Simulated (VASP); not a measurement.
Runs of VASP 6.6.1 on Ge. The structure is that of space group Im-3m (No. 229), or close to it. The cells are those of the table. This isn't the form of Ge at room conditions, which is diamond.

| cell | k mesh | gap on the mesh (eV) | pressure (GPa) |
| --- | --- | --- | --- |
| a = 2.824 Å, angles 109.5°, 1 atom | 15 × 15 × 15 | none | (b) |
| a = 2.946 Å, angles 109.5°, 1 atom | 13 × 13 × 13 | none | -0.1 |
| a = 2.985 Å, angles 109.5°, 1 atom | 15 × 15 × 15 | none | -2.5 |
| a = 2.946 Å, angles 109.5°, 1 atom | 15 × 15 × 15 | none | -0.4 |
| a = 2.866 Å, angles 109.5°, 1 atom | 15 × 15 × 15 | none | (a) |

Alike in all rows: task single point; level revPBE; potentials or basis VASP PAW PBE potentials, release 64 (Ge_d); no spin polarisation; cutoff (eV) 520; smearing fermi-dirac 0.1 eV.

Question: Fill in the values left out.

Answer: (a) 5.3; (b) 9.5.

Caveats: the PAW data sets were made with another functional, which shifts forces and pressure a little; the cell stands under pressure (at least some runs).

A k mesh can miss the band edges, and the runs leave out spin-orbit coupling on Ge.

A gap of «none» marks levels without a gap at the run's occupations.
